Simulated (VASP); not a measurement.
Set up this calculation in VASP 6.6.1, as the native input.

```
Task                   : single point
Functional             : PBE
Potentials or basis    : VASP PAW PBE potentials, release 64 (Sn_d, Se)
Cutoff                 : 520 eV
k mesh                 : 8 × 8 × 8
Occupations            : gaussian, width 0.029 eV
Spin                   : no spin polarisation
Dipole correction      : no
Further INCAR settings : ALGO = Normal; EDIFF = 1e-06; NBANDS = 17
```

The structure of SnSe lies in POSCAR:

```
SnSe
1.0
    0.0000000000      3.0100000000      3.0100000000
    3.0100000000      0.0000000000      3.0100000000
    3.0100000000      3.0100000000      0.0000000000
Sn Se
1 1
Direct
    0.0000000000      0.0000000000      0.0000000000
    0.5000000000      0.5000000000      0.5000000000
```

One way to write it, as run:

INCAR

```
PREC = Accurate
ENCUT = 520
EDIFF = 1E-6
ISMEAR = 0
SIGMA = 0.028999999999999998
LREAL = False
LASPH = True
NELM = 100
ALGO = Normal
ISIF = 2
LWAVE = False
LCHARG = False
GGA = PE
NBANDS = 17
```

KPOINTS

```
Automatic mesh
0
Gamma
  8 8 8
```

Potentials or basis: VASP PAW PBE potentials, release 64 (Sn_d, Se).

Run with:

```console
$ cat potpaw_PBE.64/Sn_d/POTCAR potpaw_PBE.64/Se/POTCAR > POTCAR
$ mpirun -np 1 vasp_std > vasp.out
```

Results of the run:

* Pressure: 0.9 GPa
* Band gap on the k mesh: 0.58 eV, direct

Caveat: spin-orbit coupling is left out, which moves the levels of the heavy elements.

Run time: 20 s on 1 thread of Intel Xeon 6975P-C, on a shared host, peak memory 0.19 GiB.
